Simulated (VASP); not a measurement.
Set up this calculation in VASP 6.6.1, as the native input.

- Task: single point
- Functional: PBE
- Dispersion: D3(BJ)
- Potentials or basis: VASP PAW PBE potentials, release 64 (Ga_d, Ge_d)
- Cutoff: 500 eV
- k mesh: 4 × 4 × 4
- Occupations: gaussian, width 0.1 eV
- Spin: no spin polarisation
- Dipole correction: no
- Further INCAR settings: ALGO = Normal; EDIFF = 1e-06; NBANDS = 20

The structure of GaGe lies in POSCAR:

```
GaGe
1.0
    0.0000000000      2.8978440000      2.8978440000
    2.8978440000      0.0000000000      2.8978440000
    2.8978440000      2.8978440000      0.0000000000
Ga Ge
1 1
Direct
    0.7500000000      0.7500000000      0.7500000000
    0.0000000000      0.0000000000      0.0000000000
```

One way to write it, as run:

INCAR

```
SYSTEM = GaGe
ALGO = Normal
EDIFF = 1E-6
ENCUT = 500
GGA = PE
GGA_COMPAT = .FALSE.
ISIF = 2
ISMEAR = 0
IVDW = 12
LASPH = .TRUE.
LCHARG = .FALSE.
LREAL = .FALSE.
LWAVE = .FALSE.
NBANDS = 20
NELM = 120
PREC = Accurate
SIGMA = 0.1
```

KPOINTS

```
k-points
0
G
  4 4 4
  0 0 0
```

Potentials or basis: VASP PAW PBE potentials, release 64 (Ga_d, Ge_d).

Command:

```bash
$ cat potpaw_PBE.64/Ga_d/POTCAR potpaw_PBE.64/Ge_d/POTCAR > POTCAR
$ mpirun -np 1 vasp_std > vasp.out
```

It gave:

```
Pressure                   : -2.1 GPa
Dispersion energy per atom : -0.257 eV
```

Caveat: the k points lie up to 0.47 Å⁻¹ apart; pairwise dispersion overbinds metals, which lowers pressure and volume.

Wall time 10 s on 1 thread of Intel Xeon 6975P-C, with other jobs on the host, peak memory 0.17 GiB.
